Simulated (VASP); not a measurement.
KMgF3:

```
K Mg F
1.0
     3.98024    0.00000    0.00000
     0.00000    3.98024    0.00000
     0.00000    0.00000    3.98024
K Mg F
1 1 3
Cartesian
  1.9901 1.9901 1.9901
  0.0000 0.0000 0.0000
  1.9901 0.0000 0.0000
  0.0000 1.9901 0.0000
  0.0000 0.0000 1.9901
```

Base run:

| Property | Result |
| --- | --- |
| Program | VASP 6.6.1 |
| Functional | PBE |
| Potentials or basis | VASP PAW PBE potentials, release 64 (K_sv, Mg, F) |
| Cutoff | 600 eV |
| k mesh | 5 × 5 × 5 |
| Occupations | gaussian, width 0.01 eV |
| Spin | no spin polarisation |

Its results: band gap on the k mesh 7.40 eV (least direct gap 7.66 eV); pressure 3.6 GPa.

Task: The run is repeated on the same cell with these changes: k mesh from 5 × 5 × 5 to 2 × 2 × 2. What comes out?

Result: Band gap on the k mesh 7.33 eV (least direct gap 7.66 eV); pressure 3.7 GPa.

Caveats: some runs use coarse meshes; the cell stands under pressure (at least some runs); an odd mesh through Γ misses points on the zone boundary, where band edges can lie (at least some runs).
